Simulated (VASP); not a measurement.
Wanted: the native input for a VASP 6.6.1 run.

* Task: single point
* Functional: PBE
* Potentials or basis: VASP PAW PBE potentials, release 64 (C)
* Cutoff: 600 eV
* k mesh: 4 × 4 × 4
* Occupations: gaussian, width 0.01 eV
* Spin: no spin polarisation
* Dipole correction: no
* Further INCAR settings: ALGO = Normal; EDIFF = 1e-06; NBANDS = 11

The structure of C lies in POSCAR:

```
C
1.0
    0.0000000000      1.7654836167      1.7654836167
    1.7654836167      0.0000000000      1.7654836167
    1.7654836167      1.7654836167      0.0000000000
C
2
Direct
    0.1250000000      0.1250000000      0.1250000000
    0.8750000000      0.8750000000      0.8750000000
```

The input as run:

INCAR

```
SYSTEM = C
ALGO = Normal
EDIFF = 1E-6
ENCUT = 600
GGA = PE
GGA_COMPAT = .FALSE.
ISIF = 2
ISMEAR = 0
LASPH = .TRUE.
LCHARG = .FALSE.
LREAL = .FALSE.
LWAVE = .FALSE.
NBANDS = 11
NELM = 120
PREC = Accurate
SIGMA = 0.01
```

KPOINTS

```
k-points
0
G
  4 4 4
  0 0 0
```

Potentials or basis: VASP PAW PBE potentials, release 64 (C).

Run with:

```sh
$ cat potpaw_PBE.64/C/POTCAR > POTCAR
$ mpirun -np 1 vasp_std > vasp.out
```

It gave:

| Quantity | Value |
| --- | --- |
| Pressure | 17.1 GPa |
| Band gap on the k mesh | 4.51 eV, indirect (least direct gap 5.66 eV) |

Caveat: the k points lie up to 0.77 Å⁻¹ apart.

Wall time 3.8 s on 1 thread of Intel Xeon 8259CL, on a shared host, peak memory 0.12 GiB.
